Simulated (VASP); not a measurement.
A run of VASP 6.6.1 is set up as follows.

The input INCAR:

```
PREC = Accurate
ENCUT = 520
EDIFF = 1E-6
ISMEAR = 0
SIGMA = 0.1
LREAL = F
LASPH = T
NELM = 100
ALGO = Fast
ISIF = 2
LWAVE = F
LCHARG = T
GGA = PE
LELF = T
LVHAR = T
NBANDS = 44
```

KPOINTS

```
regular mesh
0
Gamma
  4 4 4
```

Contents of POSCAR:

```
BiPt2
1.0
    4.4944743341      0.0000000000      0.0000000000
    0.0000000000      4.4944743341      0.0000000000
    0.0000000000      0.0000000000      6.4703132916
Bi Pt
2 4
Direct
    0.0000000000      0.0000000000      0.0000000000
    0.5000000000      0.5000000000      0.5000000000
    0.0000000000      0.5000000000      0.2030000000
    0.0000000000      0.5000000000      0.7030000000
    0.5000000000      0.0000000000      0.2970000000
    0.5000000000      0.0000000000      0.7970000000
```

Potentials or basis: VASP PAW PBE potentials, release 64 (Bi_d, Pt).

Run with:

```bash
$ cat potpaw_PBE.64/Bi_d/POTCAR potpaw_PBE.64/Pt/POTCAR > POTCAR
$ mpirun -np 1 vasp_std > vasp.out
```

(1) Estimate the pressure.

(2) Estimate the band gap on the k mesh.

(3) What does it give for the largest force?

## Answers

(1) 5.7 GPa.

(2) zero (band 35 reaches 9.37 eV, above the bottom of band 36 at 7.68 eV).

(3) 1.586 eV/Å.

Caveat: spin-orbit coupling is left out, which moves the levels of the heavy elements; forces of over 1 eV/Å act on the atoms, so gaps and moduli don't describe the material at rest.
